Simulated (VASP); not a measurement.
Li3TlF2:

```xyz
6
Lattice="3.3462 1.9319 2.7322 -3.3462 1.9319 2.7322 0.0000 -3.8639 2.7322" Properties=species:S:1:pos:R:3 pbc="T T T"
Li    0.0000    1.9319    2.7322
Li    1.6731   -0.9660    2.7322
Li   -1.6731   -0.9660    2.7322
Tl    0.0000    0.0000    0.0000
F     0.0000    0.0000    6.1474
F     0.0000    0.0000    2.0491
```

```yaml
Program: VASP 6.6.1
Task: relaxation of cell and atoms
Functional: PBE
Potentials_or_basis: VASP PAW PBE potentials, release 64 (Li_sv, Tl_d, F)
Cutoff: 750 eV
k_mesh: 4 × 4 × 4
Occupations: gaussian, width 0.1 eV
Spin: no spin polarisation
```

At the start: pressure 9.5 GPa; volume 17.66 Å³/atom.

**Question.** How do energy, volume and symmetry change on relaxing?

**Answer.** Over 19 steps the energy falls by 548.9 meV/atom and the volume is 17.86 Å³/atom (+1.1 %); space group R-3m (No. 166, to 0.1 Å) before and after.

The path:
```csv
step,energy change (eV),largest force (eV/Å),pressure (GPa),volume (Å³)
1,0.0000,5.9284,9.49,105.98
2,-2.8508,0.6945,-2.15,121.48
3,-2.8848,0.6216,-2.26,122.59
4,-2.9347,0.5123,-2.40,124.77
5,-2.9868,0.3738,-2.45,129.08
6,-2.9914,0.3538,-2.43,129.88
7,-3.0872,0.2971,-1.39,123.40
8,-3.1231,0.2367,-0.10,117.44
9,-3.1234,0.2300,0.05,116.83
10,-3.1431,0.2328,0.07,115.99
11,-3.1965,0.2439,0.02,113.39
12,-3.2645,0.2154,-0.10,107.95
13,-3.2643,0.1606,-0.10,105.54
14,-3.2672,0.1895,-0.11,106.61
15,-3.2847,0.0572,0.40,104.39
16,-3.2850,0.0381,0.48,104.08
17,-3.2916,0.0214,-0.16,107.00
18,-3.2916,0.0218,-0.17,107.02
19,-3.2937,0.0140,0.15,107.16
```

Final structure:
```
Li Tl F
1.0
     3.16774    1.82889    3.08272
    -3.16774    1.82889    3.08272
     0.00000   -3.65779    3.08272
Li Tl F
3 1 2
Direct
  0.50000 0.50000 0.00000
  0.50000 0.00000 0.50000
  0.00000 0.50000 0.50000
  0.00000 0.00000 0.00000
  0.65997 0.65997 0.65997
  0.34003 0.34003 0.34003
```
